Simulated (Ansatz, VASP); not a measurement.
# MnSb in VASP and in Ansatz

File POSCAR:

```
MnSb
1.0
    4.1500000000      0.0000000000      0.0000000000
   -2.0750000000      3.5940054257      0.0000000000
    0.0000000000      0.0000000000      5.7800000000
Sb Mn
2 2
Direct
    0.6666666667      0.3333333333      0.7500000000
    0.3333333333      0.6666666667      0.2500000000
    0.0000000000      0.0000000000      0.5000000000
    0.0000000000      0.0000000000      0.0000000000
```

The input INCAR.step1:

```
SYSTEM = MnSb
ALGO = Normal
EDIFF = 1E-4
ENCUT = 520
GGA = PE
ISMEAR = -1
ISPIN = 2
LASPH = .True.
LCHARG = .False.
LDAU = .True.
LDAUJ = 0 0
LDAUL = -1 2
LDAUTYPE = 2
LDAUU = 0 7
LMAXMIX = 4
LREAL = .False.
LWAVE = .True.
MAGMOM = 0 0 4 4
NBANDS = 30
NELM = 150
PREC = Accurate
SIGMA = 0.05
```

The input INCAR.step2:

```
SYSTEM = MnSb
ALGO = Normal
EDIFF = 1E-6
ENCUT = 520
ISIF = 2
ISMEAR = -1
ISPIN = 2
ISTART = 1
LASPH = .True.
LCHARG = .False.
LDAU = .True.
LDAUJ = 0 0
LDAUL = -1 2
LDAUPRINT = 1
LDAUTYPE = 2
LDAUU = 0 7
LMAXMIX = 4
LMIXTAU = .True.
LORBIT = 11
LREAL = .False.
LWAVE = .False.
MAGMOM = 0 0 4 4
METAGGA = R2SCAN
NBANDS = 30
NELM = 150
PREC = Accurate
SIGMA = 0.05
```

Contents of KPOINTS:

```
k-points
0
Gamma
  7 7 5
  0 0 0
```

input.yaml

```yaml
crystal:
  lattice:
    - [4.15, 0.0, 0.0]
    - [-2.075, 3.5940054257, 0.0]
    - [0.0, 0.0, 5.78]
  atoms:
    - { symbol: Sb, position: [0.6666666667, 0.3333333333, 0.75] }
    - { symbol: Sb, position: [0.3333333333, 0.6666666667, 0.25] }
    - { symbol: Mn, position: [0.0, 0.0, 0.5], spin: 4.0 }
    - { symbol: Mn, position: [0.0, 0.0, 0.0], spin: 4.0 }
hamiltonian:
  xc: r2scan
  pseudopotentials: { kind: paw }
  hubbard: { sites: [{ species: Mn, l: d, u_eff: 7.0 }] }
magnetization:
  spin_polarized: true
kpoints:
  mp_grid: { grid: [7, 7, 5] }
  band_path:
    path:
      - [[0.0, 0.0, 0.0], [0.5, 0.0, 0.0], [0.3333333333, 0.3333333333, 0.0], [0.0, 0.0, 0.0], [0.0, 0.0, 0.5], [0.5, 0.0, 0.5], [0.3333333333, 0.3333333333, 0.5], [0.0, 0.0, 0.5]]
      - [[0.5, 0.0, 0.5], [0.5, 0.0, 0.0]]
      - [[0.3333333333, 0.3333333333, 0.0], [0.3333333333, 0.3333333333, 0.5]]
    npoints: 14
scf:
  occupations: { method: fermi_dirac, width: 0.05 }
  n_extra_bands: 10
output:
  forces: true
  stress: true
  eigenvalues: true
  fatbands: false
```

Alike in both runs: functional r2SCAN; k mesh 7 × 7 × 5; occupations fermi-dirac, width 0.05 eV; collinear spin; Hubbard terms Mn d U = 7.0 eV.

```csv
,VASP,Ansatz
version,VASP 6.6.1,Ansatz 0.2.0
potentials or method,"VASP PAW PBE potentials, release 64 (Sb, Mn_pv)",Ansatz PAW
plane-wave cutoff (eV),520,500
valence electrons in the cell,36,60
task,single point,band structure
```

```csv
,VASP,Ansatz,Ansatz less VASP
gap on the k mesh at the Fermi level (eV),none,none,-
pressure (GPa),12.8,13.7,+0.86
"traceless stress, the component that is largest in VASP (GPa)",2.50,2.26,-0.240
net moment per atom (μB),2.07,2.07,+0.003
size of the moment on the site where the two differ most (μB),4.52,4.50,-0.020
```

VASP's potentials were made for PBE, not for r2SCAN. Site moments also hang on the region over which each program counts them. The programs project onto different local orbitals, so the same U acts differently, and such runs can settle in different states. A gap of «none» marks a metal or a gap that the smearing closes. VASP's potentials hold 36 valence electrons a cell and Ansatz's 60, so a difference there can come from the potentials and not from the codes.

Neither program's run includes spin-orbit coupling. Noted on Ansatz's run: the magnetic or orbital state may not be the lowest.
